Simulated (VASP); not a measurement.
# MoS2: relaxation of shape and atoms at fixed volume with PBEsol

MoS2:

```
Mo S
1.0
     3.03651    0.00000    0.00000
    -1.51825    2.62969    0.00000
     0.00000    0.00000   12.46792
Mo S
2 4
Direct
  0.33333 0.66667 0.25000
  0.66667 0.33333 0.75000
  0.33333 0.66667 0.62938
  0.66667 0.33333 0.12938
  0.33333 0.66667 0.87062
  0.66667 0.33333 0.37062
```

```json
{"Program": "VASP 6.6.1", "Task": "relaxation of shape and atoms at fixed volume", "Functional": "PBEsol", "Potentials or basis": "VASP PAW PBE potentials, release 64 (Mo_sv, S)", "Cutoff": "500 eV", "k mesh": "8 × 8 × 2", "Occupations": "gaussian, width 0.05 eV", "Spin": "collinear spin", "Starting moments": "[0.05, 0.05, 0.0, 0.0, 0.0, 0.0] μB", "Dipole correction": "no", "Further INCAR settings": "ALGO = Normal; EDIFF = 1e-07; IBRION = 2; EDIFFG = -0.04; NSW = 60; ISIF = 4"}
```

```json
{"Energy gained by relaxing": "89.1 meV/atom", "Ionic steps": "8", "Pressure after relaxing": "3.1 GPa", "Band gap on the k mesh": "0.75 eV (least direct gap 2.05 eV)", "Net moment": "0.00 μB per cell", "Valence electrons inside the program's atomic spheres": "Mo 12.56; S 3.69"}
```

The path:
```
step  energy change (eV)  largest force (eV/Å)  pressure (GPa)  volume (Å³)
   1              0.0000                2.0907           19.21        99.56
   2             -0.3276                0.2738            6.39        99.56
   3             -0.3409                0.0848            8.36        99.56
   4             -0.4991                0.1037            5.52        99.56
   5             -0.5338                0.0994            3.74        99.56
   6             -0.5339                0.0984            3.65        99.56
   7             -0.5346                0.0517            2.86        99.56
   8             -0.5348                0.0005            3.13        99.56
```

Final structure:
```
Mo S
1.0
     3.11590    0.00000    0.00000
    -1.55795    2.69845    0.00000
     0.00000    0.00000   11.84069
Mo S
2 4
Cartesian
  0.0000 1.7990 2.9602
  1.5579 0.8995 8.8805
  0.0000 1.7990 7.3184
  1.5579 0.8995 1.3981
  0.0000 1.7990 10.4426
  1.5579 0.8995 4.5223
```

Levels at points of the mesh, in eV from the valence-band top:
Spin up:
```
           k point  band 22  band 23  band 24  band 25  band 26  band 27  band 28  band 29  band 30  band 31
(0.00, 0.00, 0.00)    -2.21    -2.21    -1.51    -1.03     0.00     2.09     2.09     2.14     2.14     2.22
(0.50, 0.00, 0.00)    -2.67    -1.86    -1.65    -1.52    -1.46     1.65     1.72     1.97     2.38     2.75
(0.00, 0.00, 0.50)    -2.25    -2.25    -2.25    -0.27    -0.27     2.09     2.09     2.09     2.09     2.39
(0.50, 0.00, 0.50)    -2.90    -1.69    -1.69    -1.54    -1.54     1.68     1.68     2.19     2.19     3.19
```
Spin down:
| k point | band 24 | band 25 | band 26 | band 27 | band 28 | band 29 |
| --- | --- | --- | --- | --- | --- | --- |
| (0.00, 0.00, 0.00) | -1.51 | -1.03 | 0.00 | 2.09 | 2.09 | 2.14 |
| (0.50, 0.00, 0.00) | -1.65 | -1.52 | -1.46 | 1.65 | 1.72 | 1.97 |
| (0.00, 0.00, 0.50) | -2.25 | -0.27 | -0.27 | 2.09 | 2.09 | 2.09 |
| (0.50, 0.00, 0.50) | -1.69 | -1.54 | -1.54 | 1.68 | 1.68 | 2.19 |

Wall time 6.4 min on 1 thread of Intel(R) Xeon(R) 6975P-C (Granite Rapids) (shared host), peak memory 0.31 GiB.

Caveat: the PAW data sets were made with another functional, which shifts forces and pressure a little. PBEsol gaps usually lie below the measured ones, often by a third to a half.
